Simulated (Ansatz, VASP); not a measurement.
**BaC3 in VASP and in Ansatz**

File INCAR:

```
SYSTEM = BaC3
PREC     = Accurate       ! precision mode
ENCUT    = 910            ! plane-wave cutoff, eV
EDIFF    = 1E-6           ! SCF threshold, eV
ISMEAR   = 0              ! smearing method
SIGMA    = 0.1            ! smearing width, eV
LREAL    = .FALSE.        ! projectors in reciprocal space
LASPH    = .TRUE.         ! aspherical terms in the spheres
NELM     = 120            ! most SCF steps
ALGO     = Normal         ! electronic algorithm
ISIF     = 2              ! what is computed and relaxed
LWAVE    = .FALSE.        ! write WAVECAR
LCHARG   = .FALSE.        ! write CHGCAR
GGA      = PE             ! functional
NBANDS   = 32             ! bands
GGA_COMPAT= .FALSE.
```

KPOINTS

```
regular mesh
0
G
  6 6 4
  0 0 0
```

POSCAR

```
BaC3
1.0
    5.6060572097      0.0000000000      0.0000000000
   -2.8030286049      4.8549879587      0.0000000000
    0.0000000000      0.0000000000      4.4997258823
Ba C
2 6
Direct
    0.3333333333      0.6666666667      0.2500000000
    0.6666666667      0.3333333333      0.7500000000
    0.8330000000      0.6660000000      0.2500000000
    0.1670000000      0.8330000000      0.7500000000
    0.3340000000      0.1670000000      0.2500000000
    0.1670000000      0.3340000000      0.7500000000
    0.8330000000      0.1670000000      0.2500000000
    0.6660000000      0.8330000000      0.7500000000
```

Input for Ansatz:

```yaml
crystal:
  lattice:
    - [5.6060572097, 0.0, 0.0]
    - [-2.8030286049, 4.8549879587, 0.0]
    - [0.0, 0.0, 4.4997258823]
  atoms:
    - { symbol: Ba, position: [0.3333333333, 0.6666666667, 0.25] }
    - { symbol: Ba, position: [0.6666666667, 0.3333333333, 0.75] }
    - { symbol: C, position: [0.833, 0.666, 0.25] }
    - { symbol: C, position: [0.167, 0.833, 0.75] }
    - { symbol: C, position: [0.334, 0.167, 0.25] }
    - { symbol: C, position: [0.167, 0.334, 0.75] }
    - { symbol: C, position: [0.833, 0.167, 0.25] }
    - { symbol: C, position: [0.666, 0.833, 0.75] }
basis:
  ecutwfc: 420
kpoints:
  mp_grid: { grid: [6, 6, 4] }
hamiltonian:
  xc: pbe
scf:
  occupations: { method: gaussian, width: 0.1 }
  lower_state_search: "off"
output:
  forces: true
  stress: true
  eigenvalues: true
```

Alike in both runs: task single point; functional PBE; k mesh 6 × 6 × 4; occupations gaussian, width 0.1 eV; no spin polarisation.

|  | VASP | Ansatz |
| --- | --- | --- |
| version | VASP 6.6.1 | Ansatz 0.2.0 |
| potentials or method | VASP PAW PBE potentials, release 64 (Ba_sv, C_h), cutoff 910 eV | scalar-relativistic, plane waves, PAW |
| valence electrons in the cell | 44 | 44 |

```csv
,VASP,Ansatz,Ansatz less VASP
gap on the k mesh at the Fermi level (eV),none,none,-
rms of the force components (eV/Å),0.723,0.669,-0.0534
```

Atom by atom the forces differ by 0.053 eV/Å (rms over components). A gap of «none» marks a metal or a gap that the smearing closes.

Neither program's run includes spin-orbit coupling. Noted on VASP's run: the cutoff is under 1.25 times that of the potentials, so the pressure is a little rough.
